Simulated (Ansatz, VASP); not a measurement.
## Two plane-wave programs on As

The input INCAR:

```
SYSTEM = As
PREC = Accurate
ENCUT = 520
EDIFF = 1E-6
ISMEAR = -1
SIGMA = 0.1
LREAL = .FALSE.
LASPH = .TRUE.
NELM = 80
ALGO = Normal
ISIF = 2
LWAVE = .FALSE.
LCHARG = .FALSE.
GGA = RP
NBANDS = 8
```

The input KPOINTS:

```
Automatic mesh
0
G
  13 13 13
  0 0 0
```

POSCAR

```
As
1.0
    2.8253052344      0.0000000000      0.0000000000
    0.0000000000      2.8253052344      0.0000000000
    0.0000000000      0.0000000000      2.8253052344
As
1
Direct
    0.0000000000      0.0000000000      0.0000000000
```

Input for Ansatz:

```yaml
crystal:
  lattice:
    - [2.8253052344, 0.0, 0.0]
    - [0.0, 2.8253052344, 0.0]
    - [0.0, 0.0, 2.8253052344]
  atoms:
    - { symbol: As, position: [0.0, 0.0, 0.0] }
hamiltonian:
  xc: rpbe
  pseudopotentials:
    kind: paw
    azcp:
      As: "pseudopotentials/As.paw.azcp"
basis:
  ecutwfc: 420
  fft_grid_basis: typed
kpoints:
  mp_grid: { grid: [13, 13, 13], shift: [0, 0, 0] }
magnetization:
  spin_polarized: false
scf:
  occupations: { method: fermi_dirac, width: 0.1 }
  lower_state_search: "off"
output:
  stress: true
  write_density: true
  write_potential: true
  elf: true
  volumetric_format: npy
```

Alike in both runs: task single point; functional RPBE; k mesh 13 × 13 × 13; occupations fermi-dirac, width 0.1 eV; no spin polarisation.

```csv
,VASP,Ansatz
version,VASP 6.6.1,Ansatz 0.2.0
potentials or method,"VASP PAW PBE potentials, release 64 (As), cutoff 520 eV","plane waves (420 eV) with PAW, scalar-relativistic"
valence electrons in the cell,5,15
```

```csv
,VASP,Ansatz,Ansatz less VASP
pressure (GPa),-5.0,-5.1,-0.02
```

VASP's potentials were made for PBE, not for RPBE. With one functional, cell and mesh, what is left measures potentials, basis and numerics. VASP's potentials hold 5 valence electrons a cell and Ansatz's 15, so a difference there can come from the potentials and not from the codes.
